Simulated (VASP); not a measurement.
Set up this calculation in VASP 6.6.1, as the native input.

| Property | Result |
| --- | --- |
| Task | single point |
| Functional | r2SCAN |
| Potentials or basis | VASP PAW PBE potentials, release 64 (Sr_sv, Te) |
| Cutoff | 550 eV |
| k mesh | 4 × 4 × 4 |
| Occupations | gaussian, width 0.01 eV |
| Spin | no spin polarisation |
| Dipole correction | no |
| Further INCAR settings | ALGO = Normal; EDIFF = 1e-06; NBANDS = 15 |

Crystal: SrTe.

```
CELL_PARAMETERS angstrom
0.00000 3.35276 3.35276
3.35276 0.00000 3.35276
3.35276 3.35276 0.00000
ATOMIC_POSITIONS crystal
Sr 0.00000 0.00000 0.00000
Te 0.50000 0.50000 0.50000
```

The input as run:

POSCAR

```
SrTe
1.0
    0.0000000000      3.3527582044      3.3527582044
    3.3527582044      0.0000000000      3.3527582044
    3.3527582044      3.3527582044      0.0000000000
Sr Te
1 1
Direct
    0.0000000000      0.0000000000      0.0000000000
    0.5000000000      0.5000000000      0.5000000000
```

INCAR.step1

```
PREC = Accurate
ENCUT = 550
ISMEAR = 0
SIGMA = 0.01
LREAL = F
LASPH = T
NELM = 120
NBANDS = 15
GGA = PE
ALGO = Normal
EDIFF = 1E-5
LWAVE = T
LCHARG = F
GGA_COMPAT = F
```

INCAR.step2

```
PREC = Accurate
ENCUT = 550
EDIFF = 1E-6
ISMEAR = 0
SIGMA = 0.01
LREAL = F
LASPH = T
NELM = 120
ALGO = Normal
ISIF = 2
LWAVE = F
LCHARG = F
METAGGA = R2SCAN
LMIXTAU = T
NBANDS = 15
ISTART = 1
GGA_COMPAT = F
```

KPOINTS

```
Automatic mesh
0
Gamma
  4 4 4
```

Potentials or basis: VASP PAW PBE potentials, release 64 (Sr_sv, Te).

Command:

```console
$ cat potpaw_PBE.64/Sr_sv/POTCAR potpaw_PBE.64/Te/POTCAR > POTCAR
$ cp INCAR.step1 INCAR
$ mpirun -np 1 vasp_std > vasp.out
$ cp INCAR.step2 INCAR
$ mpirun -np 1 vasp_std > vasp.out
```

It gave:

```yaml
Pressure: 0.2 GPa
Band_gap_on_the_k_mesh: 2.14 eV (least direct gap 2.88 eV)
```

Caveat: the PAW data sets were made with another functional, which shifts forces and pressure a little; spin-orbit coupling is left out, which moves the levels of the heavy elements.

It took 110 s on 1 thread of Intel Xeon 8259CL, on a shared host, peak memory 0.22 GiB.
